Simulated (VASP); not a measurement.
Set up this calculation in VASP 6.6.1, as the native input.

* Task: single point
* Functional: B3LYP
* Potentials or basis: VASP PAW PBE potentials, release 64 (Cd, S)
* Cutoff: 520 eV
* k mesh: 4 × 4 × 4
* Occupations: fermi-dirac, width 0.05 eV
* Spin: no spin polarisation
* Dipole correction: no
* Grid for exact exchange (PRECFOCK): Normal
* Further INCAR settings: ALGO = Normal; EDIFF = 1e-06; NBANDS = 16
* Share of exact exchange: 0.2

The system is CdS.

```
Cd S
1.0
     0.00000    2.77665    2.77665
     2.77665    0.00000    2.77665
     2.77665    2.77665    0.00000
Cd S
1 1
Cartesian
  0.0000 0.0000 0.0000
  2.7766 2.7766 2.7766
```

The input as run:

POSCAR

```
CdS
1.0
    0.0000000000      2.7766451943      2.7766451943
    2.7766451943      0.0000000000      2.7766451943
    2.7766451943      2.7766451943      0.0000000000
Cd S
1 1
Direct
    0.0000000000      0.0000000000      0.0000000000
    0.5000000000      0.5000000000      0.5000000000
```

INCAR.step1

```
SYSTEM = CdS
PREC = Accurate
ENCUT = 520
EDIFF = 1E-5
ISMEAR = -1
SIGMA = 0.05
LREAL = .FALSE.
LASPH = .TRUE.
NELM = 100
ALGO = Normal
ISIF = 2
LWAVE = .TRUE.
LCHARG = .FALSE.
NBANDS = 16
GGA = PE
```

INCAR.step2

```
SYSTEM = CdS
PREC = Accurate
ENCUT = 520
EDIFF = 1E-6
ISMEAR = -1
SIGMA = 0.05
LREAL = .FALSE.
LASPH = .TRUE.
NELM = 100
ALGO = Normal
ISIF = 2
LWAVE = .FALSE.
LCHARG = .FALSE.
GGA = B3
LHFCALC = .TRUE.
AEXX = 0.2
AGGAX = 0.72
AGGAC = 0.81
ALDAC = 0.19
PRECFOCK = Normal
NBANDS = 16
ISTART = 1
```

KPOINTS

```
Automatic mesh
0
G
  4 4 4
  0 0 0
```

Potentials or basis: VASP PAW PBE potentials, release 64 (Cd, S).

The run is started by

```sh
$ cat potpaw_PBE.64/Cd/POTCAR potpaw_PBE.64/S/POTCAR > POTCAR
$ cp INCAR.step1 INCAR
$ mpirun -np 1 vasp_std > vasp.out
$ cp INCAR.step2 INCAR
$ mpirun -np 1 vasp_std > vasp.out
```

Results of the run:

* Pressure: 0.3 GPa
* Band gap on the k mesh: 1.48 eV (least direct gap 2.73 eV)

Caveat: the k points lie up to 0.49 Å⁻¹ apart; the PAW data sets were made with another functional, which shifts forces and pressure a little.

Run time: 5.8 min on 1 thread of Intel(R) Xeon(R) Platinum 8259CL CPU @ 2.50GHz (Skylake/Cascade Lake) (shared host), peak memory 0.17 GiB.
